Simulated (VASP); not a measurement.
# Tm2N (P-3m1) in VASP: relaxation of cell and atoms with PBE

Aim: the relaxation of cell and atoms of Tm2N with PBE.

Program: VASP 6.6.1. These are calculated values, not measurements. Logs are shortened: lines on timing, memory, paths and dates and some standing lists are left out, and cuts for length are marked.

## (1) The cell of the first run

The structure is trigonal, space group P-3m1 (No. 164). Conventional cell: a = 3.427 Å, b = 3.427 Å, c = 5.798 Å, α = 90.00°, β = 90.00°, γ = 120.00°. Tm (site symmetry 3m) has 3 N at 2.37 Å within 3.1 Å. Within 3.1 Å of N (site symmetry -3m) lie 6 Tm at 2.37 Å.

The cell was generated, and may not be a known phase.

## (2) Relaxation of cell and atoms, PBE

Input file INCAR:

```
  PREC = Accurate
  ENCUT = 600
  EDIFF = 1E-7
  ISMEAR = 0
  SIGMA = 0.1
  LREAL = F
  LASPH = T
  NELM = 200
  ALGO = Normal
  ISIF = 3
  LWAVE = F
  LCHARG = F
  GGA = PE
  IBRION = 2
  NSW = 100
  EDIFFG = -0.01
  GGA_COMPAT = F
  NELMIN = 4
  LMAXMIX = 6
```

Input file KPOINTS:

```
Automatic mesh
0
Gamma
  18 18 8
```

Input file POSCAR:

```
Tm2N
1.0
    3.4268617704      0.0000000000      0.0000000000
   -1.7134308852      2.9677493484      0.0000000000
    0.0000000000      0.0000000000      5.7977900466
Tm N
2 1
Direct
    0.3333333333      0.6666666667      0.2261386993
    0.6666666667      0.3333333333      0.7738613007
    0.0000000000      0.0000000000      0.0000000000
```

Potentials or basis: VASP PAW PBE potentials, release 64 (Tm_3, N), 4f in core.

The run is started by

```bash
$ cat potpaw_PBE.64/Tm_3/POTCAR potpaw_PBE.64/N/POTCAR > POTCAR
$ mpirun -np 1 vasp_std > vasp.out
```

OUTCAR:

```text
PREC = Accurate
   ENCUT = 600
   EDIFF = 1E-7
   ISMEAR = 0
   LREAL = F
   LASPH = T
   NELM = 200
   ISIF = 3
   GGA = PE
   IBRION = 2
   NSW = 100
   EDIFFG = -0.01
   NELMIN = 4

 ion  position               nearest neighbor table
   1  0.333  0.667  0.226-   3 2.37   3 2.37   3 2.37   2 3.28   2 3.28   2 3.28   2 3.74   2 3.74
                             2 3.74
   2  0.667  0.333  0.774-   3 2.37   3 2.37   3 2.37   1 3.28   1 3.28   1 3.28   1 3.74   1 3.74
                             1 3.74
   3  0.000  0.000  0.000-   1 2.37   2 2.37   1 2.37   2 2.37   2 2.37   1 2.37

  LATTYP: Found a hexagonal cell.
 ALAT       =     3.4268617704
 C/A-ratio  =     1.6918657463

  Lattice vectors:

 A1 = (   3.4268617704,   0.0000000000,   0.0000000000)
 A2 = (  -1.7134308852,   2.9677493484,   0.0000000000)
 A3 = (   0.0000000000,   0.0000000000,   5.7977900466)

Analysis of symmetry for initial positions (statically):
=====================================================================
 Subroutine PRICEL returns:
 Original cell was already a primitive cell.

 Routine SETGRP: Setting up the symmetry group for a
 hexagonal supercell.

 Subroutine GETGRP returns: Found 12 space group operations
 (whereof 12 operations were pure point group operations)
 out of a pool of 24 trial point group operations.

The static configuration has the point symmetry D_3d.

Analysis of symmetry for dynamics (positions and initial velocities):
=====================================================================
 Subroutine PRICEL returns:
 Original cell was already a primitive cell.

 Routine SETGRP: Setting up the symmetry group for a
 hexagonal supercell.

 Subroutine GETGRP returns: Found 12 space group operations
 (whereof 12 operations were pure point group operations)
 out of a pool of 24 trial point group operations.

The dynamic configuration has the point symmetry D_3d.

 Subroutine INISYM returns: Found 12 space group operations
 (whereof 12 operations are pure point group operations),
 and found     1 'primitive' translations

----------------------------------------------------------------------------------------

                                     Primitive cell

  volume of cell :      58.9639

  direct lattice vectors                    reciprocal lattice vectors
     3.426861770  0.000000000  0.000000000     0.291812179  0.168477840  0.000000000
    -1.713430885  2.967749348  0.000000000     0.000000000  0.336955680  0.000000000
     0.000000000  0.000000000  5.797790047     0.000000000  0.000000000  0.172479512

  length of vectors
     3.426861770  3.426861770  5.797790047     0.336955680  0.336955680  0.172479512

  position of ions in fractional coordinates (direct lattice)
     0.333333333  0.666666667  0.226138699
     0.666666667  0.333333333  0.773861301
     0.000000000  0.000000000  0.000000000

  ion indices of the primitive-cell ions
   primitive index   ion index
                 1           1
                 2           2
                 3           3

----------------------------------------------------------------------------------------

 KPOINTS: Automatic mesh

Automatic generation of k-mesh.
 Grid dimensions read from file:
 generate k-points for:   18   18    8

 Generating k-lattice:

  Cartesian coordinates                     Fractional coordinates (reciprocal lattice)
     0.016211788  0.009359880  0.000000000     0.055555556  0.000000000  0.000000000
     0.000000000  0.018719760  0.000000000     0.000000000  0.055555556  0.000000000
     0.000000000  0.000000000  0.021559939     0.000000000  0.000000000  0.125000000

  Length of vectors
     0.018719760  0.018719760  0.021559939

  Shift w.r.t. Gamma in fractional coordinates (k-lattice)
     0.000000000  0.000000000  0.000000000

 Subroutine IBZKPT returns following result:
 ===========================================

 Found    266 irreducible k-points:

 Following reciprocal coordinates:
            Coordinates               Weight
  0.000000  0.000000  0.000000      1.000000
  0.055556  0.000000  0.000000      6.000000
  0.111111  0.000000  0.000000      6.000000
  0.166667  0.000000  0.000000      6.000000
  0.222222  0.000000  0.000000      6.000000
  0.277778  0.000000  0.000000      6.000000
[... 16 lines left out ...]
  0.333333  0.111111  0.000000     12.000000
  0.388889  0.111111  0.000000     12.000000
 [... further k-points ...]
   k-points           NKPTS =    266   k-points in BZ     NKDIM =    266   number of bands    NBANDS=     15
   number of dos      NEDOS =    301   number of ions     NIONS =      3
   total plane-waves  NPLWV =  37632
   dimension x,y,z NGX =    28 NGY =   28 NGZ =   48
   dimension x,y,z NGXF=    56 NGYF=   56 NGZF=   96
   ions per type =               2   1
   NGX,Y,Z   is equivalent  to a cutoff of  13.58, 13.58, 13.76 a.u.
   NGXF,Y,Z  is equivalent  to a cutoff of  27.17, 27.17, 27.53 a.u.
 SYSTEM =  unknown system
   PREC   = accura    normal or accurate (medium, high low for compatibility)
   ISTART =      0    job   : 0-new  1-cont  2-samecut
   ICHARG =      2    charge: 1-file 2-atom 10-const
   ISPIN  =      1    spin polarized calculation?
   LNONCOLLINEAR =      F non collinear calculations
   LSORBIT =      F    spin-orbit coupling
   LASPH  =      T    aspherical Exc in radial PAW
   ENCUT  =  600.0 eV  44.10 Ry    6.64 a.u.   6.84  6.84 11.58*2*pi/ulx,y,z
   NELM   =    200;   NELMIN=  4; NELMDL= -5     # of ELM steps
   EDIFF  = 0.1E-06   stopping-criterion for ELM
   LREAL  =      F    real-space projection
   EDIFFG = -.1E-01   stopping-criterion for IOM
   NSW    =    100    number of steps for IOM
   IBRION =      2    ionic relax: 0-MD 1-quasi-New 2-CG
   NFREE  =      1    steps in history (QN), initial steepest desc. (CG)
   ISIF   =      3    stress and relaxation
   ISYM   =      2    0-nonsym 1-usesym 2-fastsym
   POTIM  = 0.5000    time-step for ionic-motion
   TEBEG  =    0.0;   TEEND  =   0.0 temperature during run
   PSTRESS=    0.0 pullay stress
   NELECT =      23.0000    total number of electrons
   NUPDOWN=      -1.0000    fix difference up-down
   EMIN   =  10.00;   EMAX   =-10.00  energy-range for DOS
   EFERMI =   0.00;   METHOD = LEGACY
   ISMEAR =     0;   SIGMA  =   0.10  broadening in eV -4-tet -1-fermi 0-gaus
   EFERMI_NEDOS =   21; number of points for ismear=-14 and -15
   IALGO  =     38    algorithm
   IMIX   =      4    mixing-type and parameters
     AMIX     =   0.40;   BMIX     =  1.00
     AMIX_MAG =   1.60;   BMIX_MAG =  1.00
  volume/ion in A,a.u.               =      19.65       132.64
  Fermi-wavevector in a.u.,A,eV,Ry     =   1.196158  2.260412 19.467145  1.430795
  Thomas-Fermi vector in A             =   2.332106
   LORBIT       =      0    0 simple, 1 ext, 2 COOP (PROOUT), +10 PAW based schemes
   GGA     = PE    functional components
   LHFCALC =     F    Hartree Fock is set to
   AEXX    =    0.0000 exact exchange contribution
   IVDW    =     0    specifies the selected vdW correction
   LEPSILON=     F    determine dielectric tensor
   LRPA    =     F    only Hartree local field effects (RPA)
 conjugate gradient relaxation of ions
 non-spin polarized calculation
 Gauss-broadening in eV      SIGMA  =   0.10
  energy-cutoff  :      600.00
  volume of cell :       58.96
 maximum number of plane-waves:      1986
   NGX = 13   NGY = 13   NGZ = 23

--------------------------------------- Ionic step        1  -------------------------------------------

 number of electron      23.0000001 magnetization

 Free energy of the ion-electron system (eV)
  ---------------------------------------------------
  ext. energy  EPLUGINS =         0.00000000
  ---------------------------------------------------
  free energy    TOTEN  =       -20.58049795 eV

  energy without entropy =      -20.56490428  energy(sigma->0) =      -20.57270111

------------------------ aborting loop because EDIFF is reached ----------------------------------------

  FORCE on cell =-STRESS in cart. coord.  units (eV):
  Direction    XX          YY          ZZ          XY          YZ          ZX
  --------------------------------------------------------------------------------------
  -------------------------------------------------------------------------------------
  Total        0.3480089      0.3480089      0.3826130      0.0000000      0.0000000      0.0000000
  in kB        9.4561571      9.4561571     10.3964250      0.0000000      0.0000000      0.0000000
  external PRESSURE =       9.7695797 kB  Pullay stress =       0.0000000 kB
[... 133 lines left out ...]
  energy  without entropy=      -20.5665559118  energy(sigma->0) =      -20.57438258

--------------------------------------- Ionic step        5  -------------------------------------------

 number of electron      23.0000001 magnetization

 Free energy of the ion-electron system (eV)
  ---------------------------------------------------
  ext. energy  EPLUGINS =         0.00000000
  ---------------------------------------------------
  free energy    TOTEN  =       -20.58222068 eV

  energy without entropy =      -20.56657726  energy(sigma->0) =      -20.57439897

 E-fermi :   3.8072     XC(G=0): -10.5591

 val. band max:        3.8019315985   @ k =  -0.1667  -0.4444   0.2500
 cond. band min:       3.8096226646   @ k =   0.1667   0.1667   0.2500
 fundamental gap:      0.0076910661
 Fermi energy:         3.8071551674

 k-point     1 :       0.0000    0.0000    0.0000
  band No.  band energies     occupation
      1     -21.6991      2.00000
      2     -21.0093      2.00000
      3     -21.0093      2.00000
      4     -20.9545      2.00000
      5     -20.9326      2.00000
      6     -20.9326      2.00000
      7     -10.3095      2.00000
      8      -1.3579      2.00000
      9       0.5322      2.00000
     10       0.5322      2.00000
     11       0.5785      2.00000
     12       5.7761      0.00000
     13       6.0882      0.00000
     14       6.3389      0.00000
     15       6.3389      0.00000
[... 397 lines left out ...]
 k-point    24 :       0.3889    0.1111    0.0000
  band No.  band energies     occupation
      1     -21.6560      2.00000
      2     -21.4970      2.00000
      3     -21.2627      2.00000
      4     -21.2208      2.00000
      5     -21.0635      2.00000
      6     -21.0434      2.00000
      7      -9.8671      2.00000
      8      -0.9994      2.00000
      9       0.3814      2.00000
     10       0.4090      2.00000
     11       2.8999      2.00000
     12       3.5767      1.99888
     13       4.1642      0.00000
     14       7.3159      0.00000
     15       7.8526      0.00000

 [... further k-points ...]

------------------------ aborting loop because EDIFF is reached ----------------------------------------

  FORCE on cell =-STRESS in cart. coord.  units (eV):
  Direction    XX          YY          ZZ          XY          YZ          ZX
  --------------------------------------------------------------------------------------
  -------------------------------------------------------------------------------------
  Total        0.0051070      0.0051070      0.0096503      0.0000000     -0.0000000      0.0000000
  in kB        0.1375454      0.1375454      0.2599068      0.0000000     -0.0000000      0.0000000
  external PRESSURE =       0.1783326 kB  Pullay stress =       0.0000000 kB
[... 18 lines left out ...]
  FREE ENERGIE OF THE ION-ELECTRON SYSTEM (eV)
  ---------------------------------------------------
  free  energy   TOTEN  =       -20.5822206797 eV

  energy  without entropy=      -20.5665772580  energy(sigma->0) =      -20.57439897

 reached required accuracy - stopping structural energy minimisation
```

Run time: 6.9 min. Hardware: 1 thread of Intel Xeon 6975P-C (Granite Rapids), shared host; peak memory 0.42 GiB.

Results:

- Free energy: -20.5822 eV
- Relaxed volume: 19.83 Å³/atom
- Relaxed cell: a = 3.437 Å, b = 3.437 Å, c = 5.815 Å, α = 90.00°, β = 90.00°, γ = 120.00°
- Space group after relaxing (to 0.1 Å): P-3m1 (No. 164)
- Energy gained by relaxing: 0.6 meV/atom
- Ionic steps: 5
- Pressure after relaxing: 0.0 GPa
- Largest force after relaxing: 0.004 eV/Å
- Band gap on the k mesh: zero (an odd number of electrons rules out a gap without spin polarisation)

Forces on the atoms (eV/Å):
```
Tm   0.000  0.000 -0.004
Tm   0.000  0.000  0.004
N    0.000  0.000  0.000
```

The path:
| step | energy change (eV) | largest force (eV/Å) | pressure (GPa) | volume (Å³) |
| --- | --- | --- | --- | --- |
| 1 | 0.0000 | 0.0760 | 0.98 | 58.96 |
| 2 | -0.0001 | 0.0953 | -0.90 | 59.99 |
| 3 | -0.0017 | 0.0124 | 0.01 | 59.48 |
| 4 | -0.0017 | 0.0106 | 0.03 | 59.47 |
| 5 | -0.0017 | 0.0040 | 0.02 | 59.49 |

Final structure:
```cif
data_structure
_symmetry_space_group_name_H-M 'P 1'
_symmetry_Int_Tables_number 1
_cell_length_a 3.4370
_cell_length_b 3.4370
_cell_length_c 5.8149
_cell_angle_alpha 90.000
_cell_angle_beta 90.000
_cell_angle_gamma 120.000
_cell_volume 59.49
loop_
_atom_site_label
_atom_site_type_symbol
_atom_site_fract_x
_atom_site_fract_y
_atom_site_fract_z
_atom_site_occupancy
Tm1 Tm 0.33333 0.66667 0.22637 1
Tm2 Tm 0.66667 0.33333 0.77363 1
N1 N 0.00000 0.00000 0.00000 1
```

Levels at points of the mesh, in eV from the Fermi level:
| k point | band 10 | band 11 | band 12 | band 13 | band 14 | band 15 |
| --- | --- | --- | --- | --- | --- | --- |
| (0.00, 0.00, 0.00) | -3.27 | -3.23 | 1.97 | 2.28 | 2.53 | 2.53 |
| (0.50, 0.00, 0.00) | -3.29 | -1.10 | -0.14 | 0.39 | 3.62 | 4.39 |
| (0.00, 0.00, 0.50) | -3.31 | -1.45 | -0.34 | 2.14 | 2.14 | 2.97 |
| (0.50, 0.00, 0.50) | -3.22 | -0.56 | 0.01 | 0.06 | 2.34 | 4.12 |

Caveat: spin-orbit coupling is left out, which moves the levels of the heavy elements; the 4f electrons are frozen in the core, so they carry no moment and show no levels; the run has no spin polarisation, though such a crystal can be magnetic. Spin polarisation is off, so any magnetic state and its effect on volume and gap are missing.
